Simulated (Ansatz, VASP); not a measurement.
**Ca3Nb in VASP and in Ansatz**

```
Ca Nb
1.0
     4.97914    0.00000    0.00000
     0.00000    4.97914    0.00000
     0.00000    0.00000    4.97914
Ca Nb
3 1
Direct
  0.00000 0.50000 0.50000
  0.50000 0.00000 0.50000
  0.50000 0.50000 0.00000
  0.00000 0.00000 0.00000
```

Alike in both runs: functional PBE; k mesh 4 × 4 × 4; occupations gaussian, width 0.1 eV; no spin polarisation.

Ansatz relaxed the structure, and its values are those at the end. VASP's run is a single point on that final structure, the one shown.

|  | VASP | Ansatz |
| --- | --- | --- |
| version | VASP 6.6.1 | Ansatz 0.2.0 |
| potentials or method | VASP PAW PBE potentials, release 64 (Ca_sv, Nb_sv), cutoff 520 eV | scalar-relativistic, plane waves, PAW |
| valence electrons in the cell | 43 | 43 |

```tsv
	VASP	Ansatz	Ansatz less VASP
gap on the k mesh at the Fermi level (eV)	none	none	-
pressure (GPa)	0.1	0.1	-0.01
```

A gap of «none» marks a metal or a gap that the smearing closes.
